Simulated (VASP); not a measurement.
Crystal: Mo.

```
Mo
1.0
    -1.57342    1.57342    1.57342
     1.57342   -1.57342    1.57342
     1.57342    1.57342   -1.57342
Mo
1
Direct
  0.00000 0.00000 0.00000
```

| Item | Value |
| --- | --- |
| Program | VASP 6.6.1 |
| Task | relaxation of cell and atoms |
| Functional | LDA |
| Potentials or basis | VASP PAW LDA potentials, release 64 (Mo_sv) |
| Cutoff | 600 eV |
| k mesh | 13 × 13 × 13 |
| Occupations | fermi-dirac, width 0.15 eV |
| Spin | no spin polarisation |

At the start: pressure -8.2 GPa; volume 15.58 Å³/atom.

Q: Where does the relaxation end?

A: Over 4 steps the energy falls by 12.2 meV/atom and the volume is 15.12 Å³/atom (-3.0 %); space group Im-3m (No. 229, to 0.05 Å).

The path:
```
step  energy change (eV)  largest force (eV/Å)  pressure (GPa)  volume (Å³)
   1              0.0000                0.0000           -8.22        15.58
   2              0.1014                0.0000           30.89        13.85
   3             -0.0121                0.0000           -0.31        15.14
   4             -0.0122                0.0000           -0.04        15.12
```

Final structure:
```cif
data_structure
_symmetry_space_group_name_H-M 'P 1'
_symmetry_Int_Tables_number 1
_cell_length_a 2.6982
_cell_length_b 2.6982
_cell_length_c 2.6982
_cell_angle_alpha 109.471
_cell_angle_beta 109.471
_cell_angle_gamma 109.471
_cell_volume 15.12
loop_
_atom_site_label
_atom_site_type_symbol
_atom_site_fract_x
_atom_site_fract_y
_atom_site_fract_z
_atom_site_occupancy
Mo1 Mo 0.00000 0.00000 0.00000 1
```
